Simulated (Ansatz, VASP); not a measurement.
# CaZr in VASP and in Ansatz

```
Ca Zr
1.0
     3.28662    0.00000    0.00000
     0.00000    3.28662    0.00000
     0.00000    0.00000    4.30782
Ca Zr
1 1
Direct
  0.50000 0.50000 0.50000
  0.00000 0.00000 0.00000
```

Alike in both runs: task relaxation of cell and atoms; functional PBE; k mesh 6 × 6 × 4; occupations gaussian, width 0.1 eV; no spin polarisation.

|  | VASP | Ansatz |
| --- | --- | --- |
| version | VASP 6.6.1 | Ansatz 0.2.0 |
| potentials or method | VASP PAW PBE potentials, release 64 (Ca_sv, Zr_sv), cutoff 600 eV | scalar-relativistic, plane waves, PAW |
| valence electrons in the cell | 22 | 22 |

Ansatz gave:

| Property | Result |
| --- | --- |
| gap on the k mesh at the Fermi level, each at its own relaxed structure (eV) | none |
| relaxed volume (Å³/atom) | 28.18 |
| relaxed length of the cell vector where the two differ most in proportion (Å) | 5.302 |

What did VASP give for the same quantities?

gap on the k mesh at the Fermi level, each at its own relaxed structure (eV): none; relaxed volume (Å³/atom): 28.30; relaxed length of the cell vector where the two differ most in proportion (Å): 5.319.

A gap of «none» marks a metal or a gap that the smearing closes.

The k mesh is coarse, so the values compare programs but aren't converged. Noted on VASP's run: the volume moved by over 15 % at a fixed basis, so the end points are rough.
